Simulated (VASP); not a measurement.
# Sc (P6_3/mmc) in VASP: notebook

The runs below take Sc through relaxation of cell and atoms, with PBE.

Program: VASP 6.6.1. These are calculated values, not measurements. Logs are shortened: lines on timing, memory, paths and dates and some standing lists are left out, and cuts for length are marked.

**1. The cell of the first run**

The structure is hexagonal, space group P6_3/mmc (No. 194). The conventional cell has a = 2.909 Å, b = 2.909 Å, c = 4.712 Å, α = 90.00°, β = 90.00°, γ = 120.00°. Sc (site symmetry -6m2) has 12 Sc at 2.89 to 2.91 Å within 3.8 Å.

**2. Relaxation of cell and atoms, PBE, target pressure 32 GPa, at which the enthalpy is minimised**

Contents of INCAR:

```
  PREC = Accurate
  ENCUT = 600
  EDIFF = 1E-6
  ISMEAR = -1
  SIGMA = 0.1
  LREAL = False
  LASPH = True
  NELM = 60
  ALGO = Normal
  ISIF = 3
  LWAVE = False
  LCHARG = False
  GGA = PE
  IBRION = 2
  NSW = 60
  EDIFFG = -0.005
  PSTRESS = 320.0
```

Contents of KPOINTS:

```
regular mesh
0
Gamma
  15 15 8
```

Contents of POSCAR:

```
Sc
1.0
    2.9088811622      0.0000000000      0.0000000000
   -1.4544405811      2.5191649831      0.0000000000
    0.0000000000      0.0000000000      4.7123874828
Sc
2
Direct
    0.3333333333      0.6666666667      0.2500000000
    0.6666666667      0.3333333333      0.7500000000
```

Potentials or basis: VASP PAW PBE potentials, release 64 (Sc_sv).

Launch:

```console
$ cat potpaw_PBE.64/Sc_sv/POTCAR > POTCAR
$ mpirun -np 1 vasp_std > vasp.out
```

OUTCAR:

```text
PREC = Accurate
   ENCUT = 600
   EDIFF = 1E-6
   ISMEAR = -1
   LREAL = False
   LASPH = True
   NELM = 60
   ISIF = 3
   GGA = PE
   IBRION = 2
   NSW = 60
   EDIFFG = -0.005
   PSTRESS = 320.0

 ion  position               nearest neighbor table
   1  0.333  0.667  0.250-   2 2.89   2 2.89   2 2.89   2 2.89   2 2.89   2 2.89
   2  0.667  0.333  0.750-   1 2.89   1 2.89   1 2.89   1 2.89   1 2.89   1 2.89

  LATTYP: Found a hexagonal cell.
 ALAT       =     2.9088811622
 C/A-ratio  =     1.6200000000

  Lattice vectors:

 A1 = (   2.9088811622,   0.0000000000,   0.0000000000)
 A2 = (  -1.4544405811,   2.5191649831,   0.0000000000)
 A3 = (   0.0000000000,   0.0000000000,   4.7123874828)

Analysis of symmetry for initial positions (statically):
=====================================================================
 Subroutine PRICEL returns:
 Original cell was already a primitive cell.

 Routine SETGRP: Setting up the symmetry group for a
 hexagonal supercell.

 Subroutine GETGRP returns: Found 24 space group operations
 (whereof 12 operations were pure point group operations)
 out of a pool of 24 trial point group operations.

The static configuration has the point symmetry D_3d.
 The point group associated with its full space group is D_6h.

Analysis of symmetry for dynamics (positions and initial velocities):
=====================================================================
 Subroutine PRICEL returns:
 Original cell was already a primitive cell.

 Routine SETGRP: Setting up the symmetry group for a
 hexagonal supercell.

 Subroutine GETGRP returns: Found 24 space group operations
 (whereof 12 operations were pure point group operations)
 out of a pool of 24 trial point group operations.

The dynamic configuration has the point symmetry D_3d.
 The point group associated with its full space group is D_6h.

 Subroutine INISYM returns: Found 24 space group operations
 (whereof 12 operations are pure point group operations),
 and found     1 'primitive' translations

----------------------------------------------------------------------------------------

                                     Primitive cell

  volume of cell :      34.5321

  direct lattice vectors                    reciprocal lattice vectors
     2.908881162  0.000000000  0.000000000     0.343774786  0.198478465  0.000000000
    -1.454440581  2.519164983  0.000000000     0.000000000  0.396956931  0.000000000
     0.000000000  0.000000000  4.712387483     0.000000000  0.000000000  0.212206658

  length of vectors
     2.908881162  2.908881162  4.712387483     0.396956931  0.396956931  0.212206658

  position of ions in fractional coordinates (direct lattice)
     0.333333333  0.666666667  0.250000000
     0.666666667  0.333333333  0.750000000

  ion indices of the primitive-cell ions
   primitive index   ion index
                 1           1
                 2           2

----------------------------------------------------------------------------------------

 KPOINTS: regular mesh

Automatic generation of k-mesh.
 Grid dimensions read from file:
 generate k-points for:   15   15    8

 Generating k-lattice:

  Cartesian coordinates                     Fractional coordinates (reciprocal lattice)
     0.022918319  0.013231898  0.000000000     0.066666667 -0.000000000  0.000000000
     0.000000000  0.026463795  0.000000000     0.000000000  0.066666667  0.000000000
     0.000000000  0.000000000  0.026525832     0.000000000  0.000000000  0.125000000

  Length of vectors
     0.026463795  0.026463795  0.026525832

  Shift w.r.t. Gamma in fractional coordinates (k-lattice)
     0.000000000  0.000000000  0.000000000

 Subroutine IBZKPT returns following result:
 ===========================================

 Found    135 irreducible k-points:

 Following reciprocal coordinates:
            Coordinates               Weight
  0.000000  0.000000  0.000000      1.000000
  0.066667  0.000000  0.000000      6.000000
  0.133333  0.000000  0.000000      6.000000
  0.200000  0.000000  0.000000      6.000000
  0.266667  0.000000  0.000000      6.000000
  0.333333  0.000000  0.000000      6.000000
[... 16 lines left out ...]
  0.333333  0.200000  0.000000     12.000000
  0.400000  0.200000  0.000000      6.000000
 [... further k-points ...]
   k-points           NKPTS =    135   k-points in BZ     NKDIM =    135   number of bands    NBANDS=     15
   number of dos      NEDOS =    301   number of ions     NIONS =      2
   total plane-waves  NPLWV =  23040
   dimension x,y,z NGX =    24 NGY =   24 NGZ =   40
   dimension x,y,z NGXF=    48 NGYF=   48 NGZF=   80
   ions per type =               2
   NGX,Y,Z   is equivalent  to a cutoff of  13.72, 13.72, 14.11 a.u.
   NGXF,Y,Z  is equivalent  to a cutoff of  27.43, 27.43, 28.22 a.u.
 SYSTEM =  unknown system
   PREC   = accura    normal or accurate (medium, high low for compatibility)
   ISTART =      0    job   : 0-new  1-cont  2-samecut
   ICHARG =      2    charge: 1-file 2-atom 10-const
   ISPIN  =      1    spin polarized calculation?
   LNONCOLLINEAR =      F non collinear calculations
   LSORBIT =      F    spin-orbit coupling
   LASPH  =      T    aspherical Exc in radial PAW
   ENCUT  =  600.0 eV  44.10 Ry    6.64 a.u.   5.81  5.81  9.41*2*pi/ulx,y,z
   NELM   =     60;   NELMIN=  2; NELMDL= -5     # of ELM steps
   EDIFF  = 0.1E-05   stopping-criterion for ELM
   LREAL  =      F    real-space projection
   EDIFFG = -.5E-02   stopping-criterion for IOM
   NSW    =     60    number of steps for IOM
   IBRION =      2    ionic relax: 0-MD 1-quasi-New 2-CG
   NFREE  =      1    steps in history (QN), initial steepest desc. (CG)
   ISIF   =      3    stress and relaxation
   ISYM   =      2    0-nonsym 1-usesym 2-fastsym
   POTIM  = 0.5000    time-step for ionic-motion
   TEBEG  =    0.0;   TEEND  =   0.0 temperature during run
   PSTRESS=  320.0 pullay stress
   NELECT =      22.0000    total number of electrons
   NUPDOWN=      -1.0000    fix difference up-down
   EMIN   =  10.00;   EMAX   =-10.00  energy-range for DOS
   EFERMI =   0.00;   METHOD = LEGACY
   ISMEAR =    -1;   SIGMA  =   0.10  broadening in eV -4-tet -1-fermi 0-gaus
   EFERMI_NEDOS =   21; number of points for ismear=-14 and -15
   IALGO  =     38    algorithm
   IMIX   =      4    mixing-type and parameters
     AMIX     =   0.40;   BMIX     =  1.00
     AMIX_MAG =   1.60;   BMIX_MAG =  1.00
  volume/ion in A,a.u.               =      17.27       116.52
  Fermi-wavevector in a.u.,A,eV,Ry     =   1.408665  2.661992 26.998562  1.984338
  Thomas-Fermi vector in A             =   2.530800
   LORBIT       =      0    0 simple, 1 ext, 2 COOP (PROOUT), +10 PAW based schemes
   GGA     = PE    functional components
   LHFCALC =     F    Hartree Fock is set to
   AEXX    =    0.0000 exact exchange contribution
   IVDW    =     0    specifies the selected vdW correction
   LEPSILON=     F    determine dielectric tensor
   LRPA    =     F    only Hartree local field effects (RPA)
 conjugate gradient relaxation of ions
 non-spin polarized calculation
  energy-cutoff  :      600.00
  volume of cell :       34.53
 maximum number of plane-waves:      1182
 NGX is ok and might be reduce to    24
   NGX = 11   NGY = 11   NGZ = 19

--------------------------------------- Ionic step        1  -------------------------------------------

 number of electron      21.9999996 magnetization

 Free energy of the ion-electron system (eV)
  ---------------------------------------------------
  ext. energy  EPLUGINS =         0.00000000
  ---------------------------------------------------
  free energy    TOTEN  =       -11.30633510 eV

  energy without entropy =      -11.20812771  energy(sigma->0) =      -11.25723140

------------------------ aborting loop because EDIFF is reached ----------------------------------------

  FORCE on cell =-STRESS in cart. coord.  units (eV):
  Direction    XX          YY          ZZ          XY          YZ          ZX
  --------------------------------------------------------------------------------------
  -------------------------------------------------------------------------------------
  Total        7.5524019      7.5524020      6.6658670      0.0000000     -0.0000000     -0.0000000
  in kB      350.4064521    350.4064521    309.2741635      0.0000000     -0.0000000     -0.0000000
  external PRESSURE =      16.6956892 kB  Pullay stress =     320.0000000 kB
[... 175 lines left out ...]
  enthalpy is  TOTEN    =        -4.4249340645 eV   P V=        6.9905732244

--------------------------------------- Ionic step        6  -------------------------------------------

 number of electron      22.0000001 magnetization

 Free energy of the ion-electron system (eV)
  ---------------------------------------------------
  ext. energy  EPLUGINS =         0.00000000
  ---------------------------------------------------
  free energy    TOTEN  =       -11.41419550 eV

  energy without entropy =      -11.31869292  energy(sigma->0) =      -11.36644421

 E-fermi :   5.9653     XC(G=0): -11.3498

 val. band max:        5.9615122966   @ k =   0.4000   0.0667   0.1250
 cond. band min:       5.9659643698   @ k =   0.2000   0.2000   0.3750
 fundamental gap:      0.0044520732
 Fermi energy:         5.9653274706

 k-point     1 :       0.0000    0.0000    0.0000
  band No.  band energies     occupation
      1     -42.6969      2.00000
      2     -42.4081      2.00000
      3     -21.9723      2.00000
      4     -20.9304      2.00000
      5     -20.9304      2.00000
      6     -20.7436      2.00000
      7     -20.7436      2.00000
      8     -20.6768      2.00000
      9       0.4130      2.00000
     10       3.7724      2.00000
     11       7.8468      0.00000
     12       7.8983      0.00000
     13       7.8983      0.00000
     14       8.3638      0.00000
     15       8.6330      0.00000
[... 397 lines left out ...]
 k-point    24 :       0.4000    0.2000    0.0000
  band No.  band energies     occupation
      1     -42.4402      2.00000
      2     -42.3821      2.00000
      3     -21.6598      2.00000
      4     -21.4252      2.00000
      5     -21.3342      2.00000
      6     -21.3168      2.00000
      7     -21.0771      2.00000
      8     -21.0245      2.00000
      9       4.7546      1.99999
     10       4.8355      1.99998
     11       4.8728      1.99996
     12       5.7089      1.85703
     13       7.2719      0.00000
     14       7.6297      0.00000
     15       8.7209      0.00000

 [... further k-points ...]

------------------------ aborting loop because EDIFF is reached ----------------------------------------

  FORCE on cell =-STRESS in cart. coord.  units (eV):
  Direction    XX          YY          ZZ          XY          YZ          ZX
  --------------------------------------------------------------------------------------
  -------------------------------------------------------------------------------------
  Total        6.9890425      6.9890425      6.9907388      0.0000000      0.0000000      0.0000000
  in kB      319.9899531    319.9899531    320.0676171      0.0000000      0.0000000      0.0000000
  external PRESSURE =       0.0158411 kB  Pullay stress =     320.0000000 kB
[... 17 lines left out ...]
  FREE ENERGIE OF THE ION-ELECTRON SYSTEM (eV)
  ---------------------------------------------------
  free  energy   TOTEN  =       -11.4141954957 eV

  energy  without entropy=      -11.3186929227  energy(sigma->0) =      -11.36644421

  enthalpy is  TOTEN    =        -4.4249335338 eV   P V=        6.9892619619

 reached required accuracy - stopping structural energy minimisation
```

Run time: 5.2 min. Hardware: 1 thread of Intel Xeon 8259CL, shared host; peak memory 0.22 GiB.

What came out:

| Quantity | Value |
| --- | --- |
| Free energy | -11.4142 eV |
| Relaxed volume | 17.50 Å³/atom |
| Relaxed cell | a = 2.966 Å, b = 2.966 Å, c = 4.594 Å, α = 90.00°, β = 90.00°, γ = 120.00° |
| Space group after relaxing (to 0.1 Å) | P6_3/mmc (No. 194) |
| Energy change on relaxing (the run minimises the enthalpy) | -53.9 meV/atom |
| Ionic steps | 6 |
| Pressure after relaxing | 32.0 GPa |
| Band gap on the k mesh | zero (bands 11 and 12 overlap by 2.54 eV) |

The path:
```
step  energy change (eV)  largest force (eV/Å)  pressure (GPa)  volume (Å³)
   1              0.0000                0.0000           33.67        34.53
   2             -0.1896                0.0000           30.25        35.43
   3             -0.1674                0.0000           30.67        35.32
   4             -0.1148                0.0000           31.87        35.03
   5             -0.1092                0.0000           31.97        35.00
   6             -0.1079                0.0000           32.00        34.99
```

Final structure:
```
CELL_PARAMETERS angstrom
2.96574 0.00000 0.00000
-1.48287 2.56841 0.00000
0.00000 0.00000 4.59404
ATOMIC_POSITIONS crystal
Sc 0.33333 0.66667 0.25000
Sc 0.66667 0.33333 0.75000
```

Levels at points of the mesh, in eV from the Fermi level:
```csv
k point,band 9,band 10,band 11,band 12,band 13,band 14
"(0.00, 0.00, 0.00)",-5.55,-2.19,1.88,1.93,1.93,2.40
"(0.00, 0.00, 0.50)",-3.56,-3.56,1.22,1.22,1.80,1.80
```

Caveat: the cell is relaxed towards a set pressure, so the run minimises the enthalpy, not the energy.

**3. Relaxation of cell and atoms, PBE, target pressure 32 GPa, at which the enthalpy is minimised**

This run uses another cell than the first one, of 17.47 Å³/atom.

Contents of INCAR:

```
SYSTEM = Sc
ALGO = Normal
EDIFF = 1E-7
EDIFFG = -0.005
ENCUT = 600
GGA = PE
IBRION = 2
ISIF = 3
ISMEAR = -1
LASPH = .True.
LCHARG = .False.
LREAL = .False.
LWAVE = .False.
NELM = 100
NSW = 32
PREC = Accurate
PSTRESS = 320.0
SIGMA = 0.1
```

Contents of KPOINTS:

```
k-points
0
Gamma
  15 15 8
  0 0 0
```

Contents of POSCAR:

```
Sc
1.0
    2.9643126306      0.0000000000      0.0000000000
   -1.4821563153      2.5671700428      0.0000000000
    0.0000000000      0.0000000000      4.5903070396
Sc
2
Direct
    0.3333333333      0.6666666667      0.2500000000
    0.6666666667      0.3333333333      0.7500000000
```

Potentials or basis: VASP PAW PBE potentials, release 64 (Sc_sv).

Launch:

```console
$ cat potpaw_PBE.64/Sc_sv/POTCAR > POTCAR
$ mpirun -np 1 vasp_std > vasp.out
```

Wall time 3.1 min (1 thread of Intel Xeon 8259CL, shared host); peak memory 0.22 GiB.

Results (log left out):

```
Free energy                                                : -11.4154 eV
Relaxed volume                                             : 17.50 Å³/atom
Relaxed cell                                               : a = 2.966 Å, b = 2.966 Å, c = 4.594 Å, α = 90.00°, β = 90.00°, γ = 120.00°
Space group after relaxing (to 0.1 Å)                      : P6_3/mmc (No. 194)
Energy change on relaxing (the run minimises the enthalpy) : -6.8 meV/atom
Ionic steps                                                : 3
Pressure after relaxing                                    : 32.0 GPa
Band gap on the k mesh                                     : zero (bands 11 and 12 overlap by 2.54 eV)
```

The path:
```
step  energy change (eV)  largest force (eV/Å)  pressure (GPa)  volume (Å³)
   1              0.0000                0.0000           32.26        34.93
   2             -0.0285                0.0000           31.70        35.07
   3             -0.0136                0.0000           32.00        35.00
```

Final structure:
```cif
data_structure
_symmetry_space_group_name_H-M 'P 1'
_symmetry_Int_Tables_number 1
_cell_length_a 2.9661
_cell_length_b 2.9661
_cell_length_c 4.5937
_cell_angle_alpha 90.000
_cell_angle_beta 90.000
_cell_angle_gamma 120.000
_cell_volume 35.00
loop_
_atom_site_label
_atom_site_type_symbol
_atom_site_fract_x
_atom_site_fract_y
_atom_site_fract_z
_atom_site_occupancy
Sc1 Sc 0.33333 0.66667 0.25000 1
Sc2 Sc 0.66667 0.33333 0.75000 1
```

Levels at points of the mesh, in eV from the Fermi level:
```tsv
k point	band 8	band 9	band 10	band 11	band 12	band 13	band 14	band 15
(0.00, 0.00, 0.00)	-26.64	-5.55	-2.19	1.88	1.93	1.93	2.40	2.67
(0.00, 0.00, 0.50)	-26.80	-3.56	-3.56	1.22	1.22	1.80	1.80	1.80
```

Caveat: the cell is relaxed towards a set pressure, so the run minimises the enthalpy, not the energy.
